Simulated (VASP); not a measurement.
# C in VASP: further runs

The runs below take C through single point, relaxation of cell and atoms, with PBE.

Everything below comes from runs of VASP 6.6.1. Logs are shortened: lines on timing, memory, paths and dates and some standing lists are left out, and cuts for length are marked.

## Step 1: The cell of the first run

Symmetry: P4/mmm, No. 123, tetragonal system. Conventional cell: a = 1.684 Å, b = 1.684 Å, c = 2.049 Å, α = 90.00°, β = 90.00°, γ = 90.00°. C (site symmetry 4/mmm) has 6 C at 1.68 to 2.05 Å within 2.2 Å.

## Step 2: Single point, PBE

Input file INCAR:

```
PREC = Accurate ; ENCUT = 520
EDIFF = 1E-7 ; ISMEAR = 0
SIGMA = 0.1 ; LREAL = F
LASPH = T ; NELM = 80
ALGO = Normal ; ISIF = 2
LWAVE = F ; LCHARG = F
GGA = PE ; NBANDS = 8
```

Input file KPOINTS:

```
Automatic mesh
0
Gamma
  32 32 28
```

Input file POSCAR:

```
C
1.0
    1.6843807575      0.0000000000      0.0000000000
    0.0000000000      1.6843807575      0.0000000000
    0.0000000000      0.0000000000      2.0493686884
C
1
Direct
    0.5000000000      0.5000000000      0.0000000000
```

Potentials or basis: VASP PAW PBE potentials, release 64 (C).

Launch:

```console
> cat potpaw_PBE.64/C/POTCAR > POTCAR
> mpirun -np 1 vasp_std > vasp.out
```

OUTCAR:

```text
PREC = Accurate
   ENCUT = 520
   EDIFF = 1E-7
   ISMEAR = 0
   LREAL = F
   LASPH = T
   NELM = 80
   ISIF = 2
   GGA = PE

 ion  position               nearest neighbor table
   1  0.500  0.500  0.000-

  LATTYP: Found a simple tetragonal cell.
 ALAT       =     1.6843807575
 C/A-ratio  =     1.2166896821

  Lattice vectors:

 A1 = (   1.6843807575,   0.0000000000,   0.0000000000)
 A2 = (   0.0000000000,   1.6843807575,   0.0000000000)
 A3 = (   0.0000000000,   0.0000000000,   2.0493686884)

Analysis of symmetry for initial positions (statically):
=====================================================================
 Subroutine PRICEL returns:
 Original cell was already a primitive cell.

 Routine SETGRP: Setting up the symmetry group for a
 simple tetragonal supercell.

 Subroutine GETGRP returns: Found 16 space group operations
 (whereof 16 operations were pure point group operations)
 out of a pool of 16 trial point group operations.

The static configuration has the point symmetry D_4h.

Analysis of symmetry for dynamics (positions and initial velocities):
=====================================================================
 Subroutine PRICEL returns:
 Original cell was already a primitive cell.

 Routine SETGRP: Setting up the symmetry group for a
 simple tetragonal supercell.

 Subroutine GETGRP returns: Found 16 space group operations
 (whereof 16 operations were pure point group operations)
 out of a pool of 16 trial point group operations.

The dynamic configuration has the point symmetry D_4h.

 Subroutine INISYM returns: Found 16 space group operations
 (whereof 16 operations are pure point group operations),
 and found     1 'primitive' translations

----------------------------------------------------------------------------------------

                                     Primitive cell

  volume of cell :       5.8143

  direct lattice vectors                    reciprocal lattice vectors
     1.684380758  0.000000000  0.000000000     0.593689993  0.000000000  0.000000000
     0.000000000  1.684380758  0.000000000     0.000000000  0.593689993  0.000000000
     0.000000000  0.000000000  2.049368688     0.000000000  0.000000000  0.487955147

  length of vectors
     1.684380758  1.684380758  2.049368688     0.593689993  0.593689993  0.487955147

  position of ions in fractional coordinates (direct lattice)
     0.500000000  0.500000000  0.000000000

  ion indices of the primitive-cell ions
   primitive index   ion index
                 1           1

----------------------------------------------------------------------------------------

 KPOINTS: Automatic mesh

Automatic generation of k-mesh.
 Grid dimensions read from file:
 generate k-points for:   32   32   28

 Generating k-lattice:

  Cartesian coordinates                     Fractional coordinates (reciprocal lattice)
     0.018552812  0.000000000  0.000000000     0.031250000  0.000000000  0.000000000
     0.000000000  0.018552812  0.000000000     0.000000000  0.031250000  0.000000000
     0.000000000  0.000000000  0.017426970     0.000000000  0.000000000  0.035714286

  Length of vectors
     0.018552812  0.018552812  0.017426970

  Shift w.r.t. Gamma in fractional coordinates (k-lattice)
     0.000000000  0.000000000  0.000000000

 Subroutine IBZKPT returns following result:
 ===========================================

 Found   2295 irreducible k-points:

 Following reciprocal coordinates:
            Coordinates               Weight
  0.000000  0.000000  0.000000      1.000000
  0.031250  0.000000  0.000000      4.000000
  0.062500  0.000000  0.000000      4.000000
  0.093750  0.000000  0.000000      4.000000
  0.125000  0.000000  0.000000      4.000000
  0.156250  0.000000  0.000000      4.000000
[... 16 lines left out ...]
  0.187500  0.031250  0.000000      8.000000
  0.218750  0.031250  0.000000      8.000000
 [... further k-points ...]
   k-points           NKPTS =   2295   k-points in BZ     NKDIM =   2295   number of bands    NBANDS=      8
   number of dos      NEDOS =    301   number of ions     NIONS =      1
   total plane-waves  NPLWV =   3136
   dimension x,y,z NGX =    14 NGY =   14 NGZ =   16
   dimension x,y,z NGXF=    28 NGYF=   28 NGZF=   32
   ions per type =               1
   NGX,Y,Z   is equivalent  to a cutoff of  13.82, 13.82, 12.98 a.u.
   NGXF,Y,Z  is equivalent  to a cutoff of  27.64, 27.64, 25.96 a.u.
 SYSTEM =  unknown system
   PREC   = accura    normal or accurate (medium, high low for compatibility)
   ISTART =      0    job   : 0-new  1-cont  2-samecut
   ICHARG =      2    charge: 1-file 2-atom 10-const
   ISPIN  =      1    spin polarized calculation?
   LNONCOLLINEAR =      F non collinear calculations
   LSORBIT =      F    spin-orbit coupling
   LASPH  =      T    aspherical Exc in radial PAW
   ENCUT  =  520.0 eV  38.22 Ry    6.18 a.u.   3.13  3.13  3.81*2*pi/ulx,y,z
   NELM   =     80;   NELMIN=  2; NELMDL= -5     # of ELM steps
   EDIFF  = 0.1E-06   stopping-criterion for ELM
   LREAL  =      F    real-space projection
   EDIFFG = 0.1E-05   stopping-criterion for IOM
   NSW    =      0    number of steps for IOM
   IBRION =     -1    ionic relax: 0-MD 1-quasi-New 2-CG
   NFREE  =      0    steps in history (QN), initial steepest desc. (CG)
   ISIF   =      2    stress and relaxation
   ISYM   =      2    0-nonsym 1-usesym 2-fastsym
   POTIM  = 0.5000    time-step for ionic-motion
   TEBEG  =    0.0;   TEEND  =   0.0 temperature during run
   PSTRESS=    0.0 pullay stress
   NELECT =       4.0000    total number of electrons
   NUPDOWN=      -1.0000    fix difference up-down
   EMIN   =  10.00;   EMAX   =-10.00  energy-range for DOS
   EFERMI =   0.00;   METHOD = LEGACY
   ISMEAR =     0;   SIGMA  =   0.10  broadening in eV -4-tet -1-fermi 0-gaus
   EFERMI_NEDOS =   21; number of points for ismear=-14 and -15
   IALGO  =     38    algorithm
   IMIX   =      4    mixing-type and parameters
     AMIX     =   0.40;   BMIX     =  1.00
     AMIX_MAG =   1.60;   BMIX_MAG =  1.00
  volume/ion in A,a.u.               =       5.81        39.24
  Fermi-wavevector in a.u.,A,eV,Ry     =   1.445200  2.731032 28.417169  2.088603
  Thomas-Fermi vector in A             =   2.563409
   LORBIT       =      0    0 simple, 1 ext, 2 COOP (PROOUT), +10 PAW based schemes
   GGA     = PE    functional components
   LHFCALC =     F    Hartree Fock is set to
   AEXX    =    0.0000 exact exchange contribution
   IVDW    =     0    specifies the selected vdW correction
   LEPSILON=     F    determine dielectric tensor
   LRPA    =     F    only Hartree local field effects (RPA)
 non-spin polarized calculation
 Gauss-broadening in eV      SIGMA  =   0.10
  energy-cutoff  :      520.00
  volume of cell :        5.81
 maximum number of plane-waves:       168
 NGX is ok and might be reduce to    14

 number of electron       3.9999999 magnetization

 Free energy of the ion-electron system (eV)
  ---------------------------------------------------
  ext. energy  EPLUGINS =         0.00000000
  ---------------------------------------------------
  free energy    TOTEN  =        -6.50690346 eV

  energy without entropy =       -6.50582295  energy(sigma->0) =       -6.50636320

 E-fermi :  10.0896     XC(G=0): -13.5583

 val. band max:       10.0806320721   @ k =   0.4062   0.0937   0.3214
 cond. band min:      10.0921357531   @ k =   0.2187   0.2187   0.2143
 fundamental gap:      0.0115036810
 Fermi energy:        10.0896283299

 k-point     1 :       0.0000    0.0000    0.0000
  band No.  band energies     occupation
      1     -11.5142      2.00000
      2      12.6539      0.00000
      3      22.7435      0.00000
      4      22.7435      0.00000
      5      27.1162      0.00000
      6      39.9377      0.00000
      7      45.6318      0.00000
      8      60.3656      0.00000

 k-point     2 :       0.0312    0.0000    0.0000
  band No.  band energies     occupation
      1     -11.4723      2.00000
      2      12.6904      0.00000
      3      22.3891      0.00000
      4      22.7728      0.00000
      5      27.2199      0.00000
      6      40.2212      0.00000
      7      45.6405      0.00000
      8      60.0673      0.00000

 k-point     3 :       0.0625    0.0000    0.0000
  band No.  band energies     occupation
      1     -11.3469      2.00000
      2      12.7993      0.00000
      3      21.4352      0.00000
      4      22.8601      0.00000
      5      27.4722      0.00000
      6      40.9979      0.00000
      7      45.6727      0.00000
      8      59.1969      0.00000

 k-point     4 :       0.0937    0.0000    0.0000
  band No.  band energies     occupation
      1     -11.1380      2.00000
      2      12.9790      0.00000
      3      20.0932      0.00000
      4      23.0038      0.00000
      5      27.7971      0.00000
      6      42.0774      0.00000
      7      45.7596      0.00000
      8      57.8406      0.00000

 k-point     5 :       0.1250    0.0000    0.0000
  band No.  band energies     occupation
      1     -10.8457      2.00000
      2      13.2273      0.00000
      3      18.5218      0.00000
      4      23.1993      0.00000
      5      28.1705      0.00000
      6      43.1746      0.00000
      7      46.0049      0.00000
      8      56.1538      0.00000
[... 177 lines left out ...]
 k-point    22 :       0.1562    0.0312    0.0000
  band No.  band energies     occupation
      1     -10.4286      2.00000
      2      13.5762      0.00000
      3      16.8354      0.00000
      4      23.1431      0.00000
      5      28.7236      0.00000
      6      44.1007      0.00000
      7      46.6360      0.00000
      8      54.2589      0.00000

 k-point    23 :       0.1875    0.0312    0.0000
  band No.  band energies     occupation
      1      -9.9706      2.00000
      2      13.9483      0.00000
      3      15.0798      0.00000
      4      23.4412      0.00000
      5      29.2000      0.00000
      6      44.2426      0.00000
      7      47.6777      0.00000
      8      52.3254      0.00000

 k-point    24 :       0.2187    0.0312    0.0000
  band No.  band energies     occupation
      1      -9.4302      2.00000
      2      13.3049      0.00000
      3      14.3727      0.00000
      4      23.7756      0.00000
      5      29.7330      0.00000
      6      44.0763      0.00000
      7      48.7783      0.00000
      8      50.3842      0.00000

 [... further k-points ...]
[... 5 lines left out ...]
  --------------------------------------------------------------------------------------
  -------------------------------------------------------------------------------------
  Total        0.0118942      0.0118942      0.0011265      0.0000000      0.0000000     -0.0000000
  in kB        3.2775109      3.2775109      0.3104265      0.0000000      0.0000000     -0.0000000
  external PRESSURE =       2.2884828 kB  Pullay stress =       0.0000000 kB

 VOLUME and BASIS-vectors are now :
 -----------------------------------------------------------------------------
  energy-cutoff  :      520.00
  volume of cell :        5.81
      direct lattice vectors                 reciprocal lattice vectors
     1.684380758  0.000000000  0.000000000     0.593689993  0.000000000  0.000000000
     0.000000000  1.684380758  0.000000000     0.000000000  0.593689993  0.000000000
     0.000000000  0.000000000  2.049368688     0.000000000  0.000000000  0.487955147

 POSITION                                       TOTAL-FORCE (eV/Angst)
 -----------------------------------------------------------------------------------
      0.84219      0.84219      0.00000         0.000000      0.000000      0.000000
 -----------------------------------------------------------------------------------
    total drift:                                0.000000      0.000000      0.000000

  FREE ENERGIE OF THE ION-ELECTRON SYSTEM (eV)
  ---------------------------------------------------
  free  energy   TOTEN  =        -6.5069034590 eV

  energy  without entropy=       -6.5058229479  energy(sigma->0) =       -6.50636320
```

Wall time 34 s (1 thread of Intel Xeon 6975P-C (Granite Rapids), shared host); peak memory 0.19 GiB.

What came out:

- Free energy: -6.5069 eV
- Pressure: 0.2 GPa
- Band gap on the k mesh: zero (band 2 reaches 14.78 eV, above the bottom of band 3 at 6.14 eV)

## Step 3: Relaxation of cell and atoms, PBE

This run uses another cell than the first one, of 5.78 Å³/atom, 0.993 times its volume.

Input file INCAR:

```
  ALGO = Normal
  EDIFF = 1E-6
  EDIFFG = -0.01
  ENCUT = 600
  GGA = PE
  IBRION = 2
  ISIF = 3
  ISMEAR = 0
  LASPH = T
  LCHARG = F
  LREAL = F
  LWAVE = F
  NELM = 80
  NSW = 100
  PREC = Accurate
  SIGMA = 0.1
```

Input file KPOINTS:

```
k-points
0
Gamma
  32 32 28
```

Input file POSCAR:

```
C
1.0
    1.6974156932      0.0000000000      0.0000000000
    0.0000000000      1.6974156932      0.0000000000
    0.0000000000      0.0000000000      2.0046023509
C
1
Direct
    0.5000000000      0.5000000000      0.0000000000
```

Potentials or basis: VASP PAW PBE potentials, release 64 (C).

Launch:

```console
> cat potpaw_PBE.64/C/POTCAR > POTCAR
> mpirun -np 1 vasp_std > vasp.out
```

Wall time 2 min (1 thread of Intel Xeon 6975P-C (Granite Rapids), shared host); peak memory 0.18 GiB.

The run converged. Its results:

```
Free energy                            : -6.5077 eV
Relaxed volume                         : 5.81 Å³/atom
Relaxed cell                           : a = 1.685 Å, b = 1.685 Å, c = 2.046 Å, α = 90.00°, β = 90.00°, γ = 90.00°
Space group after relaxing (to 0.05 Å) : P4/mmm (No. 123)
Energy gained by relaxing              : 1.5 meV/atom
Ionic steps                            : 11
Pressure after relaxing                : 0.0 GPa
Band gap on the k mesh                 : zero (band 2 reaches 14.84 eV, above the bottom of band 3 at 6.14 eV)
```

The path:
```
step  energy change (eV)  largest force (eV/Å)  pressure (GPa)  volume (Å³)
   1              0.0000                0.0000           -2.48         5.78
   2             -0.0004                0.0000            3.16         5.70
   3             -0.0007                0.0000            0.95         5.73
   4             -0.0010                0.0000            0.74         5.74
   5             -0.0014                0.0000            0.47         5.78
   6             -0.0007                0.0000            0.20         5.86
   7             -0.0015                0.0000            0.36         5.80
   8             -0.0015                0.0000            0.33         5.80
   9             -0.0015                0.0000            0.36         5.80
  10             -0.0015                0.0000           -0.79         5.82
  11             -0.0015                0.0000            0.01         5.81
```

Final structure:
```cif
data_structure
_symmetry_space_group_name_H-M 'P 1'
_symmetry_Int_Tables_number 1
_cell_length_a 1.6846
_cell_length_b 1.6846
_cell_length_c 2.0463
_cell_angle_alpha 90.000
_cell_angle_beta 90.000
_cell_angle_gamma 90.000
_cell_volume 5.81
loop_
_atom_site_label
_atom_site_type_symbol
_atom_site_fract_x
_atom_site_fract_y
_atom_site_fract_z
_atom_site_occupancy
C1 C 0.50000 0.50000 0.00000 1
```

Levels at points of the mesh, in eV from the Fermi level:
```csv
k point,band 1,band 2,band 3,band 4,band 5
"(0.00, 0.00, 0.00)",-21.62,2.61,12.63,12.63,17.10
"(0.50, 0.00, 0.00)",-11.71,-10.40,7.78,16.40,25.56
"(0.50, 0.50, 0.00)",-4.70,-4.70,1.69,10.22,11.95
"(0.00, 0.00, 0.50)",-16.13,-11.81,13.98,13.98,30.22
"(0.50, 0.00, 0.50)",-8.50,-4.68,-3.80,8.02,17.37
"(0.50, 0.50, 0.50)",-2.30,-2.30,2.78,8.46,15.86
```

## Step 4: Single point, PBE

This run uses another cell than the first one: it holds 2 atoms, not 1.

Input file INCAR:

```
SYSTEM = C
  PREC = Accurate
  ENCUT = 600
  EDIFF = 1E-6
  ISMEAR = 0
  SIGMA = 0.1
  LREAL = .False.
  LASPH = .True.
  NELM = 120
  ALGO = Normal
  ISIF = 2
  LWAVE = .False.
  LCHARG = .True.
  GGA = PE
  LELF = .True.
  LVHAR = .True.
  NBANDS = 11
  GGA_COMPAT = .False.
```

Input file KPOINTS:

```
Automatic mesh
0
Gamma
  8 8 8
  0 0 0
```

Input file POSCAR:

```
C
1.0
    2.2594533100      0.0000000000      0.0000000000
    0.0000000000      2.2594533100      0.0000000000
    0.0000000000      0.0000000000      2.0660581900
C
2
Direct
    0.5000000000      0.0000000000      0.9975093800
    0.0000000000      0.5000000000      0.0024906200
```

Launch:

```console
> cat potpaw_PBE.64/C/POTCAR > POTCAR
> mpirun -np 1 vasp_std > vasp.out
```

It took 4.6 s on 1 thread of Intel Xeon 6975P-C (Granite Rapids), shared host; peak memory 0.12 GiB.

Results (log left out):

* Free energy: -12.7464 eV
* Pressure: 58.4 GPa
* Largest force: 0.139 eV/Å
* Band gap on the k mesh: zero (band 4 reaches 15.41 eV, above the bottom of band 5 at 7.93 eV)

Forces on the atoms (eV/Å):
```
C    0.000  0.000  0.139
C    0.000  0.000 -0.139
```

Stress tensor (GPa, compression positive):
```
79.59  0.00  0.00
 0.00 79.59  0.00
 0.00  0.00 15.90
```

Levels at points of the mesh, in eV from the Fermi level:
| k point | band 1 | band 2 | band 3 | band 4 | band 5 | band 6 | band 7 | band 8 |
| --- | --- | --- | --- | --- | --- | --- | --- | --- |
| (0.00, 0.00, 0.00) | -22.82 | -4.54 | -4.54 | 1.17 | 4.67 | 11.11 | 13.01 | 15.39 |
| (0.50, 0.00, 0.00) | -17.04 | -17.04 | 2.06 | 2.06 | 6.31 | 6.31 | 9.08 | 9.08 |
| (0.50, 0.50, 0.00) | -12.64 | -12.64 | -9.71 | -9.71 | 7.73 | 7.73 | 19.88 | 19.88 |
| (0.00, 0.00, 0.50) | -17.70 | -12.78 | -2.48 | -2.48 | 4.59 | 11.49 | 16.18 | 16.52 |
| (0.50, 0.00, 0.50) | -12.67 | -12.67 | -6.30 | -6.30 | 3.97 | 3.97 | 13.89 | 13.89 |
| (0.50, 0.50, 0.50) | -9.81 | -9.81 | -4.27 | -4.27 | -3.29 | -3.29 | 8.19 | 8.19 |

Caveat: the k points lie up to 0.38 Å⁻¹ apart.

[end of part 1 of 2]
